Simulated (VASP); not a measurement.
**Li2Se: single point with r2SCAN**

The system is Li2Se.

```
CELL_PARAMETERS angstrom
0.00000 3.01260 3.01260
3.01260 0.00000 3.01260
3.01260 3.01260 0.00000
ATOMIC_POSITIONS crystal
Li 0.25000 0.25000 0.25000
Li 0.75000 0.75000 0.75000
Se 0.00000 0.00000 0.00000
```

| Property | Result |
| --- | --- |
| Program | VASP 6.6.1 |
| Task | single point |
| Functional | r2SCAN |
| Potentials or basis | VASP PAW PBE potentials, release 64 (Li_sv, Se) |
| Cutoff | 830 eV |
| k mesh | 8 × 8 × 8 |
| Occupations | fermi-dirac, width 0.02 eV |
| Spin | no spin polarisation |
| Dipole correction | no |
| Further INCAR settings | ALGO = Normal; EDIFF = 1e-06; NBANDS = 13 |

| Item | Value |
| --- | --- |
| Pressure | -0.8 GPa |
| Band gap on the k mesh | 3.47 eV (least direct gap 4.09 eV) |

Levels at points of the mesh, in eV from the valence-band top:
| k point | band 4 | band 5 | band 6 | band 7 | band 8 | band 9 |
| --- | --- | --- | --- | --- | --- | --- |
| (0.00, 0.00, 0.00) | 0.00 | 0.00 | 0.00 | 4.09 | 6.30 | 6.30 |
| (0.50, 0.00, 0.00) | -2.86 | -0.51 | -0.51 | 5.90 | 6.59 | 6.59 |
| (0.50, 0.50, 0.00) | -2.23 | -1.41 | -1.41 | 3.47 | 6.94 | 11.24 |

Wall time 84 s on 1 thread of Intel(R) Xeon(R) 6975P-C (Granite Rapids) (shared host), peak memory 0.27 GiB.

Caveat: the PAW data sets were made with another functional, which shifts forces and pressure a little. r2SCAN opens gaps a little over a GGA but as a rule still falls short of measured ones.
